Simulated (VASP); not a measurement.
Here is a VASP 6.6.1 calculation.

The input INCAR:

```
PREC = Accurate ; ENCUT = 520
EDIFF = 1E-6 ; ISMEAR = 0
SIGMA = 0.1 ; LREAL = False
LASPH = True ; NELM = 120
ALGO = Normal ; ISIF = 2
LWAVE = False ; LCHARG = False
LDIPOL = True ; IDIPOL = 3
DIPOL = 0.5 0.5 0.476 ; GGA = PE
IVDW = 12 ; NBANDS = 128
GGA_COMPAT = False ; NELMDL = -8
```

The input KPOINTS:

```
regular mesh
0
Gamma
  4 4 1
```

Contents of POSCAR:

```
Nb6HN6
1.0
    6.2011598392      0.0000000000      0.0000000000
   -3.1005799196      5.3703619537      0.0000000000
    0.0000000000      0.0000000000     24.3290322582
Nb N H
12 12 2
Direct
    0.1666666667      0.3333333333      0.3288252452
    0.1666666667      0.8333333333      0.3288252452
    0.6666666667      0.3333333333      0.3288252452
    0.6666666667      0.8333333333      0.3288252452
    0.5000000000      0.5000000000      0.4328825246
    0.5000000000      0.0000000000      0.4328825246
    0.0000000000      0.5000000000      0.4328825246
    0.0000000000      0.0000000000      0.4328825246
    0.8191941065      0.6616095990      0.5452933370
    0.8208820528      0.1586160049      0.5460499163
    0.3214049320      0.6613110804      0.5483764186
    0.3278880343      0.1644996333      0.5283954793
    0.3333333333      0.1666666667      0.3808538849
    0.3333333333      0.6666666667      0.3808538849
    0.8333333333      0.1666666667      0.3808538849
    0.8333333333      0.6666666667      0.3808538849
    0.6830259168      0.3406435554      0.4838649806
    0.6640544682      0.8325365617      0.4852310053
    0.1575981712      0.3438774663      0.4839215010
    0.1582713031      0.8141717866      0.4838755121
   -0.0083537163      0.4963878685      0.5818256063
   -0.0091090093     -0.0049298927      0.5779262272
    0.4945426840      0.5013533419      0.5797001938
    0.4948074442     -0.0059151830      0.5797488078
    0.1504438030      0.9194773330      0.6767049533
    0.1555059462      0.8463699240      0.7008207646
```

Potentials or basis: VASP PAW PBE potentials, release 64 (Nb_sv, N, H).

Run with:

```console
$ cat potpaw_PBE.64/Nb_sv/POTCAR potpaw_PBE.64/N/POTCAR potpaw_PBE.64/H/POTCAR > POTCAR
$ mpirun -np 1 vasp_std > vasp.out
```

Problem. Estimate the largest force.

Solution. 1.490 eV/Å.

Problem. What does it give for the band gap on the k mesh?

Solution. Zero (bands 109 and 110 overlap by 0.11 eV).

Forces on the atoms (eV/Å):
```
Nb   0.009 -0.064  0.928
Nb  -0.052  0.045  0.930
Nb  -0.063 -0.033  0.964
Nb  -0.071 -0.033  0.394
Nb   0.109 -0.897  0.547
Nb  -0.696  0.548  0.521
Nb  -0.009 -0.024 -0.201
Nb   0.755  0.443  0.485
Nb   0.008 -0.008 -0.004
Nb  -0.013  0.004  0.004
Nb  -0.006  0.000  0.008
Nb   0.010 -0.006 -0.005
N    0.007 -0.004 -1.490
N   -0.097 -0.046 -0.961
N    0.013  0.122 -1.023
N    0.115 -0.053 -1.013
N   -0.008  0.001 -0.007
N   -0.008  0.002 -0.010
N   -0.003 -0.001 -0.004
N   -0.003  0.003 -0.006
N    0.014 -0.005 -0.015
N   -0.010  0.008 -0.020
N   -0.013  0.006 -0.004
N    0.011 -0.010 -0.018
H    0.013 -0.016  0.027
H   -0.011  0.018 -0.026
```
